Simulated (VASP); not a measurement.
Runs of VASP 6.6.1 on Sn. The structure is that of space group Fd-3m (No. 227), or close to it. The cells are those of the table. 

```csv
task,level,spin,cell,k mesh,cutoff (eV),grid for exact exchange (PRECFOCK),screening parameter,gap on the mesh (eV),pressure (GPa)
single point,PBE,off,"a = 4.645 Å, angles 60.0°, 2 atoms",6 × 6 × 6,520,-,-,none,1.5
single point,r2SCAN,off,"a = 4.645 Å, angles 60.0°, 2 atoms",6 × 6 × 6,520,-,-,none,0.0
single point,HSE06,off,"a = 4.645 Å, angles 60.0°, 2 atoms",4 × 4 × 4,520,Normal,0.2079 1/Å,none,0.2
single point,PBE,off,"a = 4.708 Å, angles 60.0°, 2 atoms",6 × 6 × 6,520,-,-,none,(a)
single point,PBE,"non-collinear, zero start, SOC","a = 4.645 Å, angles 60.0°, 2 atoms",6 × 6 × 6,520,-,-,-,1.5
relaxation of cell and atoms,r2SCAN,off,"relaxed from a = 4.708 Å, angles 60.0°, 2 atoms",6 × 6 × 6,600,-,-,none,0.0
```

Alike in all rows: potentials or basis VASP PAW PBE potentials, release 64 (Sn_d); smearing fermi-dirac 0.02 eV.

Problem. Fill in the values left out.

Solution. (a) -0.1.

Caveats: some runs use coarse meshes; spin-orbit coupling is left out, which moves the levels of the heavy elements (some runs); the PAW data sets were made with another functional, which shifts forces and pressure a little (some runs).

A k mesh can miss the band edges, and rows without SOC leave out spin-orbit coupling on Sn.

A gap of «none» marks levels without a gap at the run's occupations.
